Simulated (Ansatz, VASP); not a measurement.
**One calculation of WS2, two programs**

Contents of INCAR:

```
SYSTEM = WS2
ALGO = Normal
EDIFF = 1E-6
ENCUT = 520
GGA = CA
ISIF = 2
ISMEAR = -1
LASPH = .TRUE.
LCHARG = .TRUE.
LELF = .TRUE.
LREAL = .FALSE.
LVHAR = .TRUE.
LWAVE = .FALSE.
NBANDS = 20
NELM = 60
PREC = Accurate
SIGMA = 0.05
```

File KPOINTS:

```
k-points
0
G
  10 10 2
  0 0 0
```

The input POSCAR:

```
WS2
1.0
    3.1835163552      0.0000000000      0.0000000000
   -1.5917581776      2.7570060369      0.0000000000
    0.0000000000      0.0000000000     16.9505778900
W S
1 2
Direct
    0.0000000000      0.0000000000      0.0000000000
    0.3333333333      0.6666666667      0.0920005100
    0.3333333333      0.6666666667      0.9079994900
```

Contents of input.yaml:

```yaml
crystal:
  lattice:
    - [3.1835163552, 0.0, 0.0]
    - [-1.5917581776, 2.7570060369, 0.0]
    - [0.0, 0.0, 16.95057789]
  atoms:
    - { symbol: W, position: [0.0, 0.0, 0.0] }
    - { symbol: S, position: [0.3333333333, 0.6666666667, 0.09200051] }
    - { symbol: S, position: [0.3333333333, 0.6666666667, 0.90799949] }
hamiltonian:
  xc: lda
  pseudopotentials: { kind: paw }
kpoints:
  mp_grid: { grid: [10, 10, 2] }
  band_path:
    path:
      - [[0.0, 0.0, 0.0], [0.5, 0.0, 0.0], [0.3333333333, 0.3333333333, 0.0], [0.0, 0.0, 0.0], [0.0, 0.0, 0.5], [0.5, 0.0, 0.5], [0.3333333333, 0.3333333333, 0.5], [0.0, 0.0, 0.5]]
      - [[0.5, 0.0, 0.5], [0.5, 0.0, 0.0]]
      - [[0.3333333333, 0.3333333333, 0.0], [0.3333333333, 0.3333333333, 0.5]]
    npoints: 14
scf:
  occupations: { method: fermi_dirac, width: 0.05 }
  n_extra_bands: 7
output:
  forces: true
  stress: true
  eigenvalues: true
  fatbands: true
  write_density: true
  write_potential: true
  elf: true
  volumetric_format: npy
```

Alike in both runs: functional LDA; k mesh 10 × 10 × 2; occupations fermi-dirac, width 0.05 eV; no spin polarisation.

|  | VASP | Ansatz |
| --- | --- | --- |
| version | VASP 6.6.1 | Ansatz 0.2.0 |
| potentials or method | VASP PAW LDA potentials, release 64 (W_sv, S) | Ansatz PAW |
| plane-wave cutoff (eV) | 520 | 420 |
| valence electrons in the cell | 26 | 26 |
| task | single point | band structure |

|  | VASP | Ansatz | Ansatz less VASP |
| --- | --- | --- | --- |
| gap on the k mesh at the Fermi level (eV) | 1.99 | 1.97 | -0.014 |
| least direct gap on the mesh (eV) | 2.15 | 2.14 | -0.010 |
| rms of the force components (eV/Å) | 0.169 | 0.190 | +0.0217 |

LDA's correlation is that of Perdew and Zunger in VASP and of Perdew and Wang (1992) in Ansatz. Atom by atom the forces differ by 0.022 eV/Å (rms over components).

Spin-orbit coupling is off throughout. Noted on Ansatz's run: the k mesh misses the band edges, so the gap on the mesh is wider than the one along the path.
